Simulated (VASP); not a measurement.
## BN: single point with PBEsol

The system is BN.

```
B N
1.0
     0.00000    1.86173    1.80750
     1.86173    0.00000    1.80750
     1.86173    1.86173    0.00000
B N
1 1
Direct
  0.00000 0.00000 0.00000
  0.75000 0.75000 0.75000
```

This cell differs from its parent crystal: equal xx and yy strain of +3 %.

- Program: VASP 6.6.1
- Task: single point
- Functional: PBEsol
- Potentials or basis: VASP PAW PBE potentials, release 64 (B, N)
- Cutoff: 520 eV
- k mesh: 13 × 13 × 13
- Occupations: fermi-dirac, width 0.03 eV
- Spin: no spin polarisation
- Dipole correction: no
- Further INCAR settings: ALGO = Normal; EDIFF = 1e-06; NBANDS = 11

```yaml
Pressure: -22.4 GPa
Band_gap_on_the_k_mesh: 3.80 eV, indirect (least direct gap 8.18 eV)
```

Stress tensor (GPa, compression positive):
```
-27.84   0.00   0.00
  0.00 -27.84   0.00
  0.00   0.00 -11.59
```

Levels at points of the mesh, in eV from the valence-band top:
| k point | band 1 | band 2 | band 3 | band 4 | band 5 | band 6 | band 7 | band 8 |
| --- | --- | --- | --- | --- | --- | --- | --- | --- |
| (0.00, 0.00, 0.00) | -19.77 | -0.27 | -0.27 | 0.00 | 8.18 | 8.38 | 8.38 | 9.15 |

It took 46 s on 1 thread of AMD EPYC 7R13 (shared host), peak memory 0.11 GiB.

Caveat: the cell differs from its parent crystal (equal xx and yy strain of +3 %); the PAW data sets were made with another functional, which shifts forces and pressure a little. A k mesh can miss the band edges.
